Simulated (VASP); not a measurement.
# In3Se (Pm-3m) in VASP: settings compared

The runs below take In3Se through single point, with PBEsol, PBEsol+D3(BJ).

Everything below comes from runs of VASP 6.6.1. Logs are shortened: lines on timing, memory, paths and dates and some standing lists are left out, and cuts for length are marked.

## Step 1: The cell of the first run

It takes space group Pm-3m (No. 221, cubic). Conventional cell: a = 4.671 Å, b = 4.671 Å, c = 4.671 Å, α = 90.00°, β = 90.00°, γ = 90.00°. Within 4.3 Å of In (site symmetry 4/mmm) lie 8 In at 3.30 Å and 4 Se at 3.30 Å. Se (site symmetry m-3m) has 12 In at 3.30 Å within 4.3 Å.

## Step 2: Single point, PBEsol

Contents of INCAR:

```
PREC = Accurate
ENCUT = 520
EDIFF = 1E-6
ISMEAR = -1
SIGMA = 0.05
LREAL = False
LASPH = True
NELM = 60
ALGO = Normal
ISIF = 2
LWAVE = False
LCHARG = False
GGA = PS
NBANDS = 30
```

Contents of KPOINTS:

```
regular mesh
0
Gamma
  6 6 6
```

Contents of POSCAR:

```
In3Se
1.0
    4.6712111583      0.0000000000      0.0000000000
    0.0000000000      4.6712111583      0.0000000000
    0.0000000000      0.0000000000      4.6712111583
In Se
3 1
Direct
    0.5000000000      0.5000000000      0.0000000000
    0.5000000000      0.0000000000      0.5000000000
    0.0000000000      0.5000000000      0.5000000000
    0.0000000000      0.0000000000      0.0000000000
```

Potentials or basis: VASP PAW PBE potentials, release 64 (In_d, Se).

Command:

```sh
> cat potpaw_PBE.64/In_d/POTCAR potpaw_PBE.64/Se/POTCAR > POTCAR
> mpirun -np 1 vasp_std > vasp.out
```

OUTCAR:

```text
PREC = Accurate
   ENCUT = 520
   EDIFF = 1E-6
   ISMEAR = -1
   LREAL = False
   LASPH = True
   NELM = 60
   ISIF = 2
   GGA = PS

 ion  position               nearest neighbor table
   1  0.500  0.500  0.000-   2 3.30   3 3.30   4 3.30   2 3.30   3 3.30   2 3.30   4 3.30   2 3.30
                             3 3.30   4 3.30   3 3.30   4 3.30
   2  0.500  0.000  0.500-   1 3.30   3 3.30   4 3.30   1 3.30   4 3.30   1 3.30   3 3.30   1 3.30
                             3 3.30   4 3.30   4 3.30   3 3.30
   3  0.000  0.500  0.500-   1 3.30   2 3.30   4 3.30   1 3.30   4 3.30   2 3.30   4 3.30   4 3.30
                             1 3.30   2 3.30   1 3.30   2 3.30
   4  0.000  0.000  0.000-   1 3.30   2 3.30   3 3.30   2 3.30   3 3.30   1 3.30   3 3.30   3 3.30
                             1 3.30   2 3.30   2 3.30   1 3.30

  LATTYP: Found a simple cubic cell.
 ALAT       =     4.6712111583

  Lattice vectors:

 A1 = (   4.6712111583,   0.0000000000,   0.0000000000)
 A2 = (   0.0000000000,   4.6712111583,   0.0000000000)
 A3 = (   0.0000000000,   0.0000000000,   4.6712111583)

Analysis of symmetry for initial positions (statically):
=====================================================================
 Subroutine PRICEL returns:
 Original cell was already a primitive cell.

 Routine SETGRP: Setting up the symmetry group for a
 simple cubic supercell.

 Subroutine GETGRP returns: Found 48 space group operations
 (whereof 48 operations were pure point group operations)
 out of a pool of 48 trial point group operations.

The static configuration has the point symmetry O_h .

Analysis of symmetry for dynamics (positions and initial velocities):
=====================================================================
 Subroutine PRICEL returns:
 Original cell was already a primitive cell.

 Routine SETGRP: Setting up the symmetry group for a
 simple cubic supercell.

 Subroutine GETGRP returns: Found 48 space group operations
 (whereof 48 operations were pure point group operations)
 out of a pool of 48 trial point group operations.

The dynamic configuration has the point symmetry O_h .

 Subroutine INISYM returns: Found 48 space group operations
 (whereof 48 operations are pure point group operations),
 and found     1 'primitive' translations

----------------------------------------------------------------------------------------

                                     Primitive cell

  volume of cell :     101.9268

  direct lattice vectors                    reciprocal lattice vectors
     4.671211158  0.000000000  0.000000000     0.214077242  0.000000000  0.000000000
     0.000000000  4.671211158  0.000000000     0.000000000  0.214077242  0.000000000
     0.000000000  0.000000000  4.671211158     0.000000000  0.000000000  0.214077242

  length of vectors
     4.671211158  4.671211158  4.671211158     0.214077242  0.214077242  0.214077242

  position of ions in fractional coordinates (direct lattice)
     0.500000000  0.500000000  0.000000000
     0.500000000  0.000000000  0.500000000
     0.000000000  0.500000000  0.500000000
     0.000000000  0.000000000  0.000000000

  ion indices of the primitive-cell ions
   primitive index   ion index
                 1           1
                 2           2
                 3           3
                 4           4

----------------------------------------------------------------------------------------

 KPOINTS: regular mesh

Automatic generation of k-mesh.
 Grid dimensions read from file:
 generate k-points for:    6    6    6

 Generating k-lattice:

  Cartesian coordinates                     Fractional coordinates (reciprocal lattice)
     0.035679540  0.000000000  0.000000000     0.166666667  0.000000000  0.000000000
     0.000000000  0.035679540  0.000000000     0.000000000  0.166666667  0.000000000
     0.000000000  0.000000000  0.035679540     0.000000000  0.000000000  0.166666667

  Length of vectors
     0.035679540  0.035679540  0.035679540

  Shift w.r.t. Gamma in fractional coordinates (k-lattice)
     0.000000000  0.000000000  0.000000000

 Subroutine IBZKPT returns following result:
 ===========================================

 Found     20 irreducible k-points:

 Following reciprocal coordinates:
            Coordinates               Weight
  0.000000  0.000000  0.000000      1.000000
  0.166667  0.000000  0.000000      6.000000
  0.333333  0.000000  0.000000      6.000000
  0.500000  0.000000  0.000000      3.000000
  0.166667  0.166667  0.000000     12.000000
  0.333333  0.166667  0.000000     24.000000
[... 12 lines left out ...]
  0.500000  0.500000  0.333333      6.000000
  0.500000  0.500000  0.500000      1.000000
   k-points           NKPTS =     20   k-points in BZ     NKDIM =     20   number of bands    NBANDS=     30
   number of dos      NEDOS =    301   number of ions     NIONS =      4
   total plane-waves  NPLWV =  46656
   dimension x,y,z NGX =    36 NGY =   36 NGZ =   36
   dimension x,y,z NGXF=    72 NGYF=   72 NGZF=   72
   ions per type =               3   1
   NGX,Y,Z   is equivalent  to a cutoff of  12.81, 12.81, 12.81 a.u.
   NGXF,Y,Z  is equivalent  to a cutoff of  25.62, 25.62, 25.62 a.u.
 SYSTEM =  unknown system
   PREC   = accura    normal or accurate (medium, high low for compatibility)
   ISTART =      0    job   : 0-new  1-cont  2-samecut
   ICHARG =      2    charge: 1-file 2-atom 10-const
   ISPIN  =      1    spin polarized calculation?
   LNONCOLLINEAR =      F non collinear calculations
   LSORBIT =      F    spin-orbit coupling
   LASPH  =      T    aspherical Exc in radial PAW
   ENCUT  =  520.0 eV  38.22 Ry    6.18 a.u.   8.69  8.69  8.69*2*pi/ulx,y,z
   NELM   =     60;   NELMIN=  2; NELMDL= -5     # of ELM steps
   EDIFF  = 0.1E-05   stopping-criterion for ELM
   LREAL  =      F    real-space projection
   EDIFFG = 0.1E-04   stopping-criterion for IOM
   NSW    =      0    number of steps for IOM
   IBRION =     -1    ionic relax: 0-MD 1-quasi-New 2-CG
   NFREE  =      0    steps in history (QN), initial steepest desc. (CG)
   ISIF   =      2    stress and relaxation
   ISYM   =      2    0-nonsym 1-usesym 2-fastsym
   POTIM  = 0.5000    time-step for ionic-motion
   TEBEG  =    0.0;   TEEND  =   0.0 temperature during run
   PSTRESS=    0.0 pullay stress
   NELECT =      45.0000    total number of electrons
   NUPDOWN=      -1.0000    fix difference up-down
   EMIN   =  10.00;   EMAX   =-10.00  energy-range for DOS
   EFERMI =   0.00;   METHOD = LEGACY
   ISMEAR =    -1;   SIGMA  =   0.05  broadening in eV -4-tet -1-fermi 0-gaus
   EFERMI_NEDOS =   21; number of points for ismear=-14 and -15
   IALGO  =     38    algorithm
   IMIX   =      4    mixing-type and parameters
     AMIX     =   0.40;   BMIX     =  1.00
     AMIX_MAG =   1.60;   BMIX_MAG =  1.00
  volume/ion in A,a.u.               =      25.48       171.96
  Fermi-wavevector in a.u.,A,eV,Ry     =   1.246569  2.355673 21.142544  1.553933
  Thomas-Fermi vector in A             =   2.380740
   LORBIT       =      0    0 simple, 1 ext, 2 COOP (PROOUT), +10 PAW based schemes
   GGA     = PS    functional components
   LHFCALC =     F    Hartree Fock is set to
   AEXX    =    0.0000 exact exchange contribution
   IVDW    =     0    specifies the selected vdW correction
   LEPSILON=     F    determine dielectric tensor
   LRPA    =     F    only Hartree local field effects (RPA)
 non-spin polarized calculation
  energy-cutoff  :      520.00
  volume of cell :      101.93
 maximum number of plane-waves:      2800
 NGX is ok and might be reduce to    36
   NGX = 17   NGY = 17   NGZ = 17

 number of electron      44.9999978 magnetization

 Free energy of the ion-electron system (eV)
  ---------------------------------------------------
  ext. energy  EPLUGINS =         0.00000000
  ---------------------------------------------------
  free energy    TOTEN  =       -13.24621167 eV

  energy without entropy =      -13.23706635  energy(sigma->0) =      -13.24163901

 E-fermi :   6.7256     XC(G=0): -10.2901

 val. band max:        6.6937021194   @ k =   0.5000   0.1667   0.0000
 cond. band min:       6.8081997151   @ k =   0.1667   0.1667   0.0000
 fundamental gap:      0.1144975957
 Fermi energy:         6.7255812058

 k-point     1 :       0.0000    0.0000    0.0000
  band No.  band energies     occupation
      1      -8.1150      2.00000
      2      -8.0836      2.00000
      3      -8.0836      2.00000
      4      -8.0836      2.00000
      5      -7.9371      2.00000
      6      -7.9371      2.00000
[... 22 lines left out ...]
     29      12.1684      0.00000
     30      13.6974      0.00000

 k-point     2 :       0.1667    0.0000    0.0000
  band No.  band energies     occupation
      1      -8.0833      2.00000
      2      -8.0779      2.00000
      3      -8.0531      2.00000
      4      -8.0531      2.00000
      5      -7.9330      2.00000
      6      -7.9164      2.00000
[... 22 lines left out ...]
     29      12.8724      0.00000
     30      13.8166      0.00000

 k-point     3 :       0.3333    0.0000    0.0000
  band No.  band energies     occupation
      1      -8.0659      2.00000
      2      -8.0041      2.00000
      3      -7.9690      2.00000
      4      -7.9690      2.00000
      5      -7.9225      2.00000
      6      -7.8643      2.00000
[... 22 lines left out ...]
     29      13.0853      0.00000
     30      13.5075      0.00000

 k-point     4 :       0.5000    0.0000    0.0000
  band No.  band energies     occupation
      1      -8.0594      2.00000
      2      -7.9508      2.00000
      3      -7.9011      2.00000
      4      -7.8774      2.00000
      5      -7.8774      2.00000
      6      -7.8248      2.00000
[... 484 lines left out ...]
     29      13.9685      0.00000
     30      14.0001      0.00000

 k-point    19 :       0.5000    0.5000    0.3333
  band No.  band energies     occupation
      1      -8.1031      2.00000
      2      -7.9624      2.00000
      3      -7.9624      2.00000
      4      -7.9611      2.00000
      5      -7.9259      2.00000
      6      -7.9259      2.00000
[... 22 lines left out ...]
     29      14.1656      0.00000
     30      15.0938      0.00000

 k-point    20 :       0.5000    0.5000    0.5000
  band No.  band energies     occupation
      1      -8.1411      2.00000
      2      -7.9753      2.00000
      3      -7.9753      2.00000
      4      -7.9753      2.00000
      5      -7.9339      2.00000
      6      -7.9339      2.00000
[... 22 lines left out ...]
     29      15.2509      0.00000
     30      15.6045      0.00000

------------------------ aborting loop because EDIFF is reached ----------------------------------------

  FORCE on cell =-STRESS in cart. coord.  units (eV):
  Direction    XX          YY          ZZ          XY          YZ          ZX
  --------------------------------------------------------------------------------------
  -------------------------------------------------------------------------------------
  Total       -0.0140012     -0.0140012     -0.0140012      0.0000000     -0.0000000     -0.0000000
  in kB       -0.2200837     -0.2200837     -0.2200837      0.0000000     -0.0000000     -0.0000000
  external PRESSURE =      -0.2200837 kB  Pullay stress =       0.0000000 kB

 VOLUME and BASIS-vectors are now :
 -----------------------------------------------------------------------------
  energy-cutoff  :      520.00
  volume of cell :      101.93
      direct lattice vectors                 reciprocal lattice vectors
     4.671211158  0.000000000  0.000000000     0.214077242  0.000000000  0.000000000
     0.000000000  4.671211158  0.000000000     0.000000000  0.214077242  0.000000000
     0.000000000  0.000000000  4.671211158     0.000000000  0.000000000  0.214077242

 POSITION                                       TOTAL-FORCE (eV/Angst)
 -----------------------------------------------------------------------------------
      2.33561      2.33561      0.00000         0.000000      0.000000      0.000000
      2.33561      0.00000      2.33561         0.000000      0.000000      0.000000
      0.00000      2.33561      2.33561         0.000000      0.000000      0.000000
      0.00000      0.00000      0.00000         0.000000      0.000000      0.000000
 -----------------------------------------------------------------------------------
    total drift:                                0.000000      0.000000      0.000000

  FREE ENERGIE OF THE ION-ELECTRON SYSTEM (eV)
  ---------------------------------------------------
  free  energy   TOTEN  =       -13.2462116708 eV

  energy  without entropy=      -13.2370663524  energy(sigma->0) =      -13.24163901
```

It took 54 s on 1 thread of Intel Xeon Platinum 8259CL at 2.50GHz (Skylake/Cascade Lake), shared host; peak memory 0.22 GiB.

What came out:

| Item | Value |
| --- | --- |
| Free energy | -13.2462 eV |
| Pressure | 0.0 GPa |

Levels at points of the mesh, in eV from the Fermi level:
```tsv
k point	band 20	band 21	band 22	band 23	band 24	band 25	band 26	band 27
(0.00, 0.00, 0.00)	-3.65	-2.14	-2.14	1.14	1.14	1.14	4.33	4.33
(0.50, 0.00, 0.00)	-2.73	-1.46	-1.14	-0.27	-0.27	1.21	3.96	3.96
(0.50, 0.50, 0.00)	-2.17	-1.04	-0.62	-0.62	1.53	1.69	1.69	1.91
(0.50, 0.50, 0.50)	-4.46	-4.46	-4.46	-3.57	3.24	3.24	3.24	8.40
```

Caveat: the PAW data sets were made with another functional, which shifts forces and pressure a little; spin-orbit coupling is left out, which moves the levels of the heavy elements.

## Step 3: Single point, PBEsol+D3(BJ)

This run uses another cell than the first one, of 27.71 Å³/atom, 1.088 times its volume.

Contents of INCAR:

```
SYSTEM = In3Se
ALGO = Normal
EDIFF = 1E-7
ENCUT = 520
GGA = PS
ISIF = 2
ISMEAR = -1
IVDW = 12
LASPH = .True.
LCHARG = .False.
LREAL = .False.
LWAVE = .False.
NBANDS = 30
NELM = 80
PREC = Accurate
SIGMA = 0.05
```

Contents of KPOINTS:

```
k-points
0
Gamma
  6 6 6
  0 0 0
```

Contents of POSCAR:

```
In3Se
1.0
    4.8037580000      0.0000000000      0.0000000000
    0.0000000000      4.8037580000      0.0000000000
    0.0000000000      0.0000000000      4.8037580000
In Se
3 1
Direct
    0.5000000000      0.5000000000      0.0000000000
    0.5000000000      0.0000000000      0.5000000000
    0.0000000000      0.5000000000      0.5000000000
    0.0000000000      0.0000000000      0.0000000000
```

Potentials or basis: VASP PAW PBE potentials, release 64 (In_d, Se).

Command:

```sh
> cat potpaw_PBE.64/In_d/POTCAR potpaw_PBE.64/Se/POTCAR > POTCAR
> mpirun -np 1 vasp_std > vasp.out
```

Wall time 59 s (1 thread of Intel Xeon Platinum 8259CL at 2.50GHz (Skylake/Cascade Lake), shared host); peak memory 0.23 GiB.

It converged, with:

```
Free energy                : -14.4409 eV
Pressure                   : -4.9 GPa
Dispersion energy per atom : -0.320 eV
```

Levels at points of the mesh, in eV from the Fermi level:
```tsv
k point	band 20	band 21	band 22	band 23	band 24	band 25
(0.00, 0.00, 0.00)	-3.32	-2.32	-2.32	1.06	1.06	1.06
(0.50, 0.00, 0.00)	-2.50	-1.77	-1.10	-0.18	-0.18	1.30
(0.50, 0.50, 0.00)	-2.00	-0.95	-0.76	-0.76	1.30	1.69
(0.50, 0.50, 0.50)	-4.23	-4.23	-4.23	-3.26	2.93	2.93
```

Caveat: three body term missing; the PAW data sets were made with another functional, which shifts forces and pressure a little; spin-orbit coupling is left out, which moves the levels of the heavy elements; pairwise dispersion overbinds metals, which lowers pressure and volume.

## Step 4: Single point, PBEsol

This run uses another cell than the first one, of 26.05 Å³/atom, 1.022 times its volume.

Contents of INCAR:

```
SYSTEM = In3Se
PREC = Accurate
ENCUT = 520
EDIFF = 1E-6
ISMEAR = -1
SIGMA = 0.05
LREAL = .FALSE.
LASPH = .TRUE.
NELM = 100
ALGO = Normal
ISIF = 2
LWAVE = .FALSE.
LCHARG = .TRUE.
GGA = PS
LELF = .TRUE.
LVHAR = .TRUE.
NBANDS = 30
```

Contents of KPOINTS:

```
Automatic mesh
0
G
  6 6 6
  0 0 0
```

Contents of POSCAR:

```
In3Se
1.0
    4.7056946064      0.0000000000      0.0000000000
    0.0000000000      4.7056946064      0.0000000000
    0.0000000000      0.0000000000      4.7056946064
In Se
3 1
Direct
    0.5000000000      0.5000000000      0.0000000000
    0.5000000000      0.0000000000      0.5000000000
    0.0000000000      0.5000000000      0.5000000000
    0.0000000000      0.0000000000      0.0000000000
```

Command:

```sh
> cat potpaw_PBE.64/In_d/POTCAR potpaw_PBE.64/Se/POTCAR > POTCAR
> mpirun -np 1 vasp_std > vasp.out
```

It took 29 s on 1 thread of AMD EPYC 9R45 (Zen 5), shared host; peak memory 0.19 GiB.

It converged, with:

```
Free energy : -13.2403 eV
Pressure    : -0.9 GPa
```

Levels at points of the mesh, in eV from the Fermi level:
| k point | band 21 | band 22 | band 23 | band 24 | band 25 | band 26 |
| --- | --- | --- | --- | --- | --- | --- |
| (0.00, 0.00, 0.00) | -2.19 | -2.19 | 1.12 | 1.12 | 1.12 | 4.26 |
| (0.50, 0.00, 0.00) | -1.54 | -1.13 | -0.25 | -0.25 | 1.23 | 3.88 |
| (0.50, 0.50, 0.00) | -1.02 | -0.67 | -0.67 | 1.47 | 1.69 | 1.69 |
| (0.50, 0.50, 0.50) | -4.45 | -4.45 | -3.49 | 3.15 | 3.15 | 3.15 |

Caveat: the PAW data sets were made with another functional, which shifts forces and pressure a little; spin-orbit coupling is left out, which moves the levels of the heavy elements.

## Step 5: The runs side by side

```csv
level,cell,gap on the mesh (eV),pressure (GPa)
PBEsol,"a = 4.671 Å, 4 atoms",none,0.0
PBEsol+D3(BJ),"a = 4.804 Å, 4 atoms",none,-4.9
PBEsol,"a = 4.706 Å, 4 atoms",none,-0.9
```

Alike in all rows: task single point; potentials or basis VASP PAW PBE potentials, release 64 (In_d, Se); no spin polarisation; k mesh 6 × 6 × 6; cutoff (eV) 520; smearing fermi-dirac 0.05 eV.

Caveats: the PAW data sets were made with another functional, which shifts forces and pressure a little; spin-orbit coupling is left out, which moves the levels of the heavy elements; three body term missing (some runs); pairwise dispersion overbinds metals, which lowers pressure and volume (some runs).

Absolute energies hang on the potentials; compare differences alone.
